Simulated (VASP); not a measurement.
Write the native input for VASP 6.6.1 that does the following.

| Quantity | Value |
| --- | --- |
| Task | single point |
| Functional | PBE |
| Potentials or basis | VASP PAW PBE potentials, release 64 (Pb_d, S) |
| Cutoff | 520 eV |
| k mesh | 8 × 8 × 8 |
| Occupations | fermi-dirac, width 0.02 eV |
| Spin | no spin polarisation |
| Dipole correction | no |
| Further INCAR settings | ALGO = Normal; EDIFF = 1e-06; NBANDS = 17 |

The structure of PbS lies in POSCAR:

```
PbS
1.0
    0.0000000000      3.1177747861      2.9872327164
    3.1177747861      0.0000000000      2.9872327164
    3.1177747861      3.1177747861      0.0000000000
Pb S
1 1
Direct
    0.0000000000      0.0000000000      0.0000000000
    0.5000000000      0.5000000000      0.5000000000
```

This cell differs from its parent crystal: biaxial xy strain +4.4%.

These files were run (other wordings do the same):

INCAR

```
PREC = Accurate ; ENCUT = 520
EDIFF = 1E-6 ; ISMEAR = -1
SIGMA = 0.02 ; LREAL = False
LASPH = True ; NELM = 80
ALGO = Normal ; ISIF = 2
LWAVE = False ; LCHARG = False
GGA = PE ; NBANDS = 17
```

KPOINTS

```
Automatic mesh
0
Gamma
  8 8 8
```

Potentials or basis: VASP PAW PBE potentials, release 64 (Pb_d, S).

Run with:

```sh
$ cat potpaw_PBE.64/Pb_d/POTCAR potpaw_PBE.64/S/POTCAR > POTCAR
$ mpirun -np 1 vasp_std > vasp.out
```

Results of the run:

The pressure is -3.0 GPa and the band gap on the k mesh is 0.66 eV, direct.

Caveat: the cell differs from its parent crystal (biaxial xy strain +4.4%); spin-orbit coupling is left out, which moves the levels of the heavy elements.

Wall time 29 s on 1 thread of AMD EPYC 9R45 96-Core Processor (Zen 5), on a shared host, peak memory 0.19 GiB.
